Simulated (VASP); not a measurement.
A run of VASP 6.6.1:

File POSCAR:

```
Ni
1.0
    0.0000000000      1.7380692641      1.7380692641
    1.7380692641      0.0000000000      1.7380692641
    1.7380692641      1.7380692641      0.0000000000
Ni
1
Direct
    0.0000000000      0.0000000000      0.0000000000
```

The input INCAR.step1:

```
SYSTEM = Ni
PREC = Accurate ; ENCUT = 520
ISMEAR = 0 ; SIGMA = 0.1
LREAL = .FALSE. ; LASPH = .TRUE.
NELM = 150 ; ISPIN = 2
MAGMOM = 0.807 ; LMAXMIX = 4
NBANDS = 15 ; GGA = PE
ALGO = Normal ; EDIFF = 1E-4
LWAVE = .TRUE. ; LCHARG = .FALSE.
```

The input INCAR.step2:

```
SYSTEM = Ni
PREC = Accurate ; ENCUT = 520
EDIFF = 1E-6 ; ISMEAR = 0
SIGMA = 0.1 ; LREAL = .FALSE.
LASPH = .TRUE. ; NELM = 150
ALGO = Normal ; ISIF = 2
LWAVE = .FALSE. ; LCHARG = .FALSE.
ISPIN = 2 ; MAGMOM = 0.807
LORBIT = 11 ; LMAXMIX = 4
METAGGA = R2SCAN ; LMIXTAU = .TRUE.
NBANDS = 15 ; ISTART = 1
```

Contents of KPOINTS:

```
regular mesh
0
G
  15 15 15
  0 0 0
```

Potentials or basis: VASP PAW PBE potentials, release 64 (Ni).

The run is started by

```sh
$ cat potpaw_PBE.64/Ni/POTCAR > POTCAR
$ cp INCAR.step1 INCAR
$ mpirun -np 1 vasp_std > vasp.out
$ cp INCAR.step2 INCAR
$ mpirun -np 1 vasp_std > vasp.out
```

Hardware: 1 thread of AMD EPYC 7R43 64-Core Processor (Zen 3), with other jobs on the host.

Problem. How long does it take, and how much memory?

Solution. Wall time 3.1 min on 1 thread of AMD EPYC 7R43 64-Core Processor (Zen 3), on a shared host, peak memory 0.11 GiB. Counts: k points 120.
